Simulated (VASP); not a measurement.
Crystal: LiGeN.

```
Li Ge N
1.0
     2.98707    0.00000    0.00000
    -1.49353    2.58688    0.00000
     0.00000    0.00000    9.35306
Li Ge N
2 2 2
Direct
  0.66667 0.33333 0.74318
  0.33333 0.66667 0.24318
  0.00000 0.00000 0.49883
  0.00000 0.00000 0.99883
  0.33333 0.66667 0.60263
  0.66667 0.33333 0.10263
```

Base run:

```yaml
Program: VASP 6.6.1
Functional: PBE
Potentials_or_basis: VASP PAW PBE potentials, release 64 (Li_sv, Ge_d, N)
Cutoff: 520 eV
k_mesh: 12 × 12 × 4
Occupations: gaussian, width 0.01 eV
Spin: no spin polarisation
```

Its results: band gap on the k mesh 1.52 eV (least direct gap 2.48 eV); largest force 0.468 eV/Å.

**Question.** The run is repeated on the same cell with these changes: functional from PBE to r2SCAN. What comes out?

**Answer.** Band gap on the k mesh 1.86 eV (least direct gap 2.83 eV); largest force 0.087 eV/Å.

Caveats: the PAW data sets were made with another functional, which shifts forces and pressure a little (at least some runs).

A k mesh can miss the band edges.
